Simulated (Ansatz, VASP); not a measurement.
**ScSi4O: VASP beside Ansatz**

```
Sc Si O
1.0
     0.00000    3.58775    3.58775
     3.58775    0.00000    3.58775
     3.58775    3.58775    0.00000
Sc Si O
1 4 1
Cartesian
  0.0000 0.0000 0.0000
  2.6910 4.4845 4.4845
  2.6910 2.6910 2.6910
  4.4845 2.6910 4.4845
  4.4845 4.4845 2.6910
  5.3816 5.3816 5.3816
```

Change from the starting cell: species swapped into the GdDyAl4 type (F-43m, No. 216).

Alike in both runs: task single point; functional PBE; k mesh 4 × 4 × 4; occupations gaussian, width 0.1 eV; collinear spin.

|  | VASP | Ansatz |
| --- | --- | --- |
| version | VASP 6.6.1 | Ansatz 0.2.0 |
| potentials or method | VASP PAW PBE potentials, release 64 (Sc_sv, Si, O), cutoff 520 eV | scalar-relativistic, plane waves, PAW |
| valence electrons in the cell | 33 | 33 |

Ansatz gave:

- gap on the k mesh at the Fermi level (eV): none
- pressure (GPa): -6.8
- rms of the force components (eV/Å): 0.254
- net moment per atom (μB): 0.00

**Question.** Which values does VASP return?

**Answer.** gap on the k mesh at the Fermi level (eV): none; pressure (GPa): -6.8; rms of the force components (eV/Å): 0.253; net moment per atom (μB): 0.00.

Atom by atom the forces differ by 0.001 eV/Å (rms over components). A gap of «none» marks a metal or a gap that the smearing closes. Ansatz's warnings: seeded moment not kept.

The k mesh is coarse, so the values compare programs but aren't converged.
